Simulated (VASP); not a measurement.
# ZnS (F-43m) in VASP: a series of runs

Runs on ZnS. Level: LDA. Tasks: elastic constants.

All numbers are computed with VASP 6.6.1; they aren't measurements. Logs are shortened: lines on timing, memory, paths and dates and some standing lists are left out, and cuts for length are marked.

### Step 1. The cell of the first run

It takes space group F-43m (No. 216, cubic). The conventional cell has a = 5.176 Å, b = 5.176 Å, c = 5.176 Å, α = 90.00°, β = 90.00°, γ = 90.00°. Zn (site symmetry -43m) has 4 S at 2.24 Å within 3.0 Å. Within 3.0 Å of S (site symmetry -43m) lie 4 Zn at 2.24 Å.

### Step 2. Elastic constants, LDA

Input file INCAR:

```
SYSTEM = ZnS
PREC = Accurate
ENCUT = 600
EDIFF = 1E-8
ISMEAR = 0
SIGMA = 0.01
LREAL = .FALSE.
LASPH = .TRUE.
NELM = 80
ALGO = Normal
ISIF = 3
LWAVE = .FALSE.
LCHARG = .TRUE.
NBANDS = 16
IBRION = 6
NFREE = 2
POTIM = 0.015
NSW = 1
```

Input file KPOINTS:

```
regular mesh
0
G
  8 8 8
  0 0 0
```

Input file POSCAR:

```
ZnS
1.0
    0.0000000000      2.5878863051      2.5878863051
    2.5878863051      0.0000000000      2.5878863051
    2.5878863051      2.5878863051      0.0000000000
Zn S
1 1
Direct
    0.7500000000      0.7500000000      0.7500000000
    0.0000000000      0.0000000000      0.0000000000
```

Potentials or basis: VASP PAW LDA potentials, release 64 (Zn, S).

Started as:

```console
> cat potpaw_LDA.64/Zn/POTCAR potpaw_LDA.64/S/POTCAR > POTCAR
> mpirun -np 1 vasp_std > vasp.out
```

OUTCAR:

```text
SYSTEM = ZnS
   PREC = Accurate
   ENCUT = 600
   EDIFF = 1E-8
   ISMEAR = 0
   LREAL = .FALSE.
   LASPH = .TRUE.
   NELM = 80
   ISIF = 3
   IBRION = 6
   NFREE = 2
   POTIM = 0.015
   NSW = 1

 ion  position               nearest neighbor table
   1  0.750  0.750  0.750-   2 2.24   2 2.24   2 2.24   2 2.24
   2  0.000  0.000  0.000-   1 2.24   1 2.24   1 2.24   1 2.24

  LATTYP: Found a face centered cubic cell.
 ALAT       =     5.1757726102

  Lattice vectors:

 A1 = (   0.0000000000,   2.5878863051,   2.5878863051)
 A2 = (   2.5878863051,   0.0000000000,   2.5878863051)
 A3 = (   2.5878863051,   2.5878863051,   0.0000000000)

Analysis of symmetry for initial positions (statically):
=====================================================================
 Subroutine PRICEL returns:
 Original cell was already a primitive cell.

 Routine SETGRP: Setting up the symmetry group for a
 face centered cubic supercell.

 Subroutine GETGRP returns: Found 24 space group operations
 (whereof 24 operations were pure point group operations)
 out of a pool of 48 trial point group operations.

The static configuration has the point symmetry T_d .

Analysis of symmetry for dynamics (positions and initial velocities):
=====================================================================
 Subroutine PRICEL returns:
 Original cell was already a primitive cell.

 Routine SETGRP: Setting up the symmetry group for a
 face centered cubic supercell.

 Subroutine GETGRP returns: Found 24 space group operations
 (whereof 24 operations were pure point group operations)
 out of a pool of 48 trial point group operations.

The dynamic configuration has the point symmetry T_d .

 Subroutine INISYM returns: Found 24 space group operations
 (whereof 24 operations are pure point group operations),
 and found     1 'primitive' translations

----------------------------------------------------------------------------------------

                                     Primitive cell

  volume of cell :      34.6630

  direct lattice vectors                    reciprocal lattice vectors
     0.000000000  2.587886305  2.587886305    -0.193207870  0.193207870  0.193207870
     2.587886305  0.000000000  2.587886305     0.193207870 -0.193207870  0.193207870
     2.587886305  2.587886305  0.000000000     0.193207870  0.193207870 -0.193207870

  length of vectors
     3.659823911  3.659823911  3.659823911     0.334645847  0.334645847  0.334645847

  position of ions in fractional coordinates (direct lattice)
     0.750000000  0.750000000  0.750000000
     0.000000000  0.000000000  0.000000000

  ion indices of the primitive-cell ions
   primitive index   ion index
                 1           1
                 2           2

----------------------------------------------------------------------------------------

 KPOINTS: regular mesh

Automatic generation of k-mesh.
 Grid dimensions read from file:
 generate k-points for:    8    8    8

 Generating k-lattice:
[... 103 lines left out ...]

 number of electron      18.0000010 magnetization

 Free energy of the ion-electron system (eV)
  ---------------------------------------------------
  ext. energy  EPLUGINS =         0.00000000
  ---------------------------------------------------
  free energy    TOTEN  =        -8.15168796 eV

  energy without entropy =       -8.15168796  energy(sigma->0) =       -8.15168796

------------------------ aborting loop because EDIFF is reached ----------------------------------------

  FORCE on cell =-STRESS in cart. coord.  units (eV):
  Direction    XX          YY          ZZ          XY          YZ          ZX
  --------------------------------------------------------------------------------------
  -------------------------------------------------------------------------------------
  Total        1.5823846      1.5823846      1.5823846      0.0000000     -0.0000000     -0.0000000
  in kB       73.1403528     73.1403528     73.1403528      0.0000000     -0.0000000     -0.0000000
  external PRESSURE =      73.1403528 kB  Pullay stress =       0.0000000 kB
[... 89 lines left out ...]
  FREE ENERGIE OF THE ION-ELECTRON SYSTEM (eV)
  ---------------------------------------------------
  free  energy   TOTEN  =        -8.1243706779 eV

  energy  without entropy=       -8.1243706779  energy(sigma->0) =       -8.12437068

[... ionic steps 4 to 14 ...]

--------------------------------------- Ionic step       15  -------------------------------------------

 number of electron      18.0000004 magnetization

------------------------ aborting loop because EDIFF is reached ----------------------------------------
[... 67 lines left out ...]
--------------------------------------- Ionic step       17  -------------------------------------------

 number of electron      18.0000010 magnetization

 Free energy of the ion-electron system (eV)
  ---------------------------------------------------
  ext. energy  EPLUGINS =         0.00000000
  ---------------------------------------------------
  free energy    TOTEN  =        -8.15072766 eV

  energy without entropy =       -8.15072766  energy(sigma->0) =       -8.15072766

 E-fermi :   3.3709     XC(G=0): -10.6433

 val. band max:        3.2587791539   @ k =   0.0000   0.0000   0.0000
 cond. band min:       5.7310684507   @ k =   0.0000   0.0000   0.0000
 fundamental gap:      2.4722892968
 Fermi energy:         3.3708756369

 k-point     1 :       0.0000    0.0000    0.0000
  band No.  band energies     occupation
      1     -10.8564      2.00000
      2      -3.8794      2.00000
      3      -3.8648      2.00000
      4      -3.8499      2.00000
      5      -3.2225      2.00000
      6      -3.2223      2.00000
[... 433 lines left out ...]
      3      -3.6269      2.00000
      4      -3.3330      2.00000
      5      -3.2113      2.00000
      6      -2.8834      2.00000
[... 8 lines left out ...]
     15      17.0285      0.00000
     16      18.0505      0.00000

 [... further k-points ...]

------------------------ aborting loop because EDIFF is reached ----------------------------------------

  FORCE on cell =-STRESS in cart. coord.  units (eV):
  Direction    XX          YY          ZZ          XY          YZ          ZX
  --------------------------------------------------------------------------------------
  -------------------------------------------------------------------------------------
  Total        1.5826194      1.5858291      1.5858291      0.0000000      0.1490528      0.0000000
  in kB       73.1512087     73.2995646     73.2995646      0.0000000      6.8894618      0.0000000
  external PRESSURE =      73.2501126 kB  Pullay stress =       0.0000000 kB
[... 17 lines left out ...]
  FREE ENERGIE OF THE ION-ELECTRON SYSTEM (eV)
  ---------------------------------------------------
  free  energy   TOTEN  =        -8.1507276595 eV

  energy  without entropy=       -8.1507276595  energy(sigma->0) =       -8.15072766

 INTERNAL STRAIN TENSORS FROM STRAINED CELLS
 ============================================

 INTERNAL STRAIN TENSOR FOR ION    1 for displacements in x,y,z  (eV/Angst):
          X           Y           Z          XY          YZ          ZX
  --------------------------------------------------------------------------------
  x    -0.00000    -0.00000    -0.00000    -0.00000     9.92812     0.00000
  y    -0.00000     0.00000    -0.00000    -0.00000     0.00000     9.92801
  z    -0.00000    -0.00000    -0.00000     9.92604     0.00000    -0.00000

 INTERNAL STRAIN TENSORS FROM DISPLACED ATOMS
 ============================================

 INTERNAL STRAIN TENSOR FOR ION    1 for displacements in x,y,z  (eV/Angst):
          X           Y           Z          XY          YZ          ZX
  --------------------------------------------------------------------------------
  x     0.00000     0.00000     0.00000     0.00000     9.92300     0.00000
  y     0.00000    -0.00000     0.00000     0.00000     0.00000     9.92300
  z     0.00000     0.00000     0.00000     9.92300     0.00000     0.00000

 INTERNAL STRAIN TENSOR FOR ION    2 for displacements in x,y,z  (eV/Angst):
          X           Y           Z          XY          YZ          ZX
  --------------------------------------------------------------------------------
  x     0.00000    -0.00000    -0.00000     0.00000    -9.92717     0.00000
  y     0.00000     0.00000     0.00000     0.00000     0.00000    -9.92717
  z    -0.00000    -0.00000     0.00000    -9.92717     0.00000     0.00000

 Eigenvectors and eigenvalues of the dynamical matrix
 ----------------------------------------------------

   1 f  =    9.852598 THz    61.905696 2PiTHz  328.647279 cm-1    40.747051 meV
             X         Y         Z           dx          dy          dz
      3.881829  3.881829  3.881829     0.000000    0.574187    0.000000
      0.000000  0.000000  0.000000     0.000000   -0.818724    0.000000
[... 21 lines left out ...]
   6 f/i=    0.006924 THz     0.043506 2PiTHz    0.230968 cm-1     0.028636 meV
             X         Y         Z           dx          dy          dz
      3.881829  3.881829  3.881829     0.000000    0.000000    0.818724
      0.000000  0.000000  0.000000     0.000000    0.000000    0.574187

--------------------------------------------------------------------------------------------------------

 ELASTIC MODULI CONTR FROM IONIC RELAXATION (kBar)
 Direction    XX          YY          ZZ          XY          YZ          ZX
 --------------------------------------------------------------------------------
 XX          -0.0000     -0.0000     -0.0000     -0.0000     -0.0000      0.0000
 YY          -0.0000     -0.0000     -0.0000     -0.0000     -0.0000      0.0000
 ZZ          -0.0000     -0.0000     -0.0000     -0.0000     -0.0000      0.0000
 XY          -0.0000     -0.0000     -0.0000   -532.5291      0.0000      0.0000
 YZ          -0.0000     -0.0000     -0.0000      0.0000   -532.5291     -0.0000
 ZX           0.0000      0.0000      0.0000      0.0000     -0.0000   -532.5291
 --------------------------------------------------------------------------------

 TOTAL ELASTIC MODULI (kBar)
 Direction    XX          YY          ZZ          XY          YZ          ZX
 --------------------------------------------------------------------------------
 XX        1379.3032    969.9902    969.9902     -0.0000     -0.0000      0.0000
 YY         969.9902   1379.3032    969.9902     -0.0000     -0.0000     -0.0000
 ZZ         969.9902    969.9902   1379.3032     -0.0000     -0.0000      0.0000
 XY          -0.0000     -0.0000     -0.0000    514.4147      0.0000      0.0000
 YZ          -0.0000     -0.0000     -0.0000      0.0000    514.4147     -0.0000
 ZX           0.0000     -0.0000      0.0000      0.0000     -0.0000    514.4147
 --------------------------------------------------------------------------------
```

It took 20 min on 1 thread of Intel Xeon Platinum 8259CL at 2.50GHz (Skylake/Cascade Lake), shared host; peak memory 0.29 GiB.

Results:

```yaml
Elastic_constants_C11_C12_C44: 138, 97, 51 GPa
Voigt_bulk_modulus: 111 GPa
Highest_phonon_frequency_at_Γ_LO-TO_splitting_left_out: 329 cm⁻¹
```

Phonon frequencies in cm⁻¹ (negative: imaginary):
```csv
q point,frequencies
"(0.000, 0.000, 0.000)",0 0 0 329 329 329
```

Elastic tensor in Voigt notation (GPa, in the Cartesian axes of the cell as first typed):
```
138  97  97   0   0   0
 97 138  97   0   0   0
 97  97 138   0   0   0
  0   0   0  51   0   0
  0   0   0   0  51   0
  0   0   0   0   0  51
```

Clamped-ion elastic tensor (GPa):
```
138  97  97   0   0   0
 97 138  97   0   0   0
 97  97 138   0   0   0
  0   0   0 105   0   0
  0   0   0   0 105   0
  0   0   0   0   0 105
```

Caveat: the cell is under stress, which shifts elastic constants.

### Step 3. Elastic constants, LDA

This run uses another cell than the first one, of 17.81 Å³/atom.

Input file INCAR:

```
SYSTEM = ZnS
ALGO = Normal
EDIFF = 1E-8
ENCUT = 600
IBRION = 6
ISIF = 3
ISMEAR = 0
LASPH = .TRUE.
LCHARG = .FALSE.
LREAL = .FALSE.
LWAVE = .FALSE.
NBANDS = 16
NELM = 80
NFREE = 2
NSW = 1
POTIM = 0.015
PREC = Accurate
SIGMA = 0.01
```

Input file KPOINTS:

```
k-points
0
G
  8 8 8
  0 0 0
```

Input file POSCAR:

```
ZnS
1.0
    0.0000000000      2.6114713530      2.6114713530
    2.6114713530      0.0000000000      2.6114713530
    2.6114713530      2.6114713530      0.0000000000
Zn S
1 1
Direct
    0.7500000000      0.7500000000      0.7500000000
    0.0000000000      0.0000000000      0.0000000000
```

Potentials or basis: VASP PAW LDA potentials, release 64 (Zn, S).

Started as:

```console
> cat potpaw_LDA.64/Zn/POTCAR potpaw_LDA.64/S/POTCAR > POTCAR
> mpirun -np 1 vasp_std > vasp.out
```

Run time: 20 min. Hardware: 1 thread of Intel Xeon Platinum 8259CL at 2.50GHz (Skylake/Cascade Lake), shared host; peak memory 0.29 GiB.

The run converged. Its results:

```
Elastic constants C11, C12, C44                         : 129, 86, 52 GPa
Voigt bulk modulus                                      : 101 GPa
Highest phonon frequency at Γ, LO-TO splitting left out : 314 cm⁻¹
```

Phonon frequencies in cm⁻¹ (negative: imaginary):
```csv
q point,frequencies
"(0.000, 0.000, 0.000)",0 0 0 314 314 314
```

Elastic tensor in Voigt notation (GPa, in the Cartesian axes of the cell as first typed):
```
129  86  86   0   0   0
 86 129  86   0   0   0
 86  86 129   0   0   0
  0   0   0  52   0   0
  0   0   0   0  52   0
  0   0   0   0   0  52
```

Clamped-ion elastic tensor (GPa):
```
129  86  86   0   0   0
 86 129  86   0   0   0
 86  86 129   0   0   0
  0   0   0  95   0   0
  0   0   0   0  95   0
  0   0   0   0   0  95
```

Caveat: the cell is under stress, which shifts elastic constants.

### Step 4. Elastic constants, LDA

This run uses another cell than the first one, of 18.16 Å³/atom.

Input file INCAR:

```
ALGO = Normal
EDIFF = 1E-8
ENCUT = 600
IBRION = 6
ISIF = 3
ISMEAR = 0
LASPH = T
LCHARG = F
LREAL = F
LWAVE = F
NELM = 100
NFREE = 2
NSW = 1
POTIM = 0.015
PREC = Accurate
SIGMA = 0.01
```

Input file KPOINTS:

```
k-points
0
Gamma
  8 8 8
```

Input file POSCAR:

```
ZnS
1.0
    0.0000000000      2.6287198851      2.6287198851
    2.6287198851      0.0000000000      2.6287198851
    2.6287198851      2.6287198851      0.0000000000
Zn S
1 1
Direct
    0.7500000000      0.7500000000      0.7500000000
    0.0000000000      0.0000000000      0.0000000000
```

Started as:

```console
> cat potpaw_LDA.64/Zn/POTCAR potpaw_LDA.64/S/POTCAR > POTCAR
> mpirun -np 1 vasp_std > vasp.out
```

Wall time 18 min (1 thread of Intel Xeon Platinum 8259CL at 2.50GHz (Skylake/Cascade Lake), shared host); peak memory 0.29 GiB.

It converged, with:

- Elastic constants C11, C12, C44: 123, 79, 52 GPa
- Voigt bulk modulus: 94 GPa
- Highest phonon frequency at Γ, LO-TO splitting left out: 303 cm⁻¹

Phonon frequencies in cm⁻¹ (negative: imaginary):
```csv
q point,frequencies
"(0.000, 0.000, 0.000)",0 0 0 303 303 303
```

Elastic tensor in Voigt notation (GPa, in the Cartesian axes of the cell as first typed):
```
123  79  79   0   0   0
 79 123  79   0   0   0
 79  79 123   0   0   0
  0   0   0  52   0   0
  0   0   0   0  52   0
  0   0   0   0   0  52
```

Clamped-ion elastic tensor (GPa):
```
123  79  79   0   0   0
 79 123  79   0   0   0
 79  79 123   0   0   0
  0   0   0  89   0   0
  0   0   0   0  89   0
  0   0   0   0   0  89
```

Caveat: the cell is under stress, which shifts elastic constants.
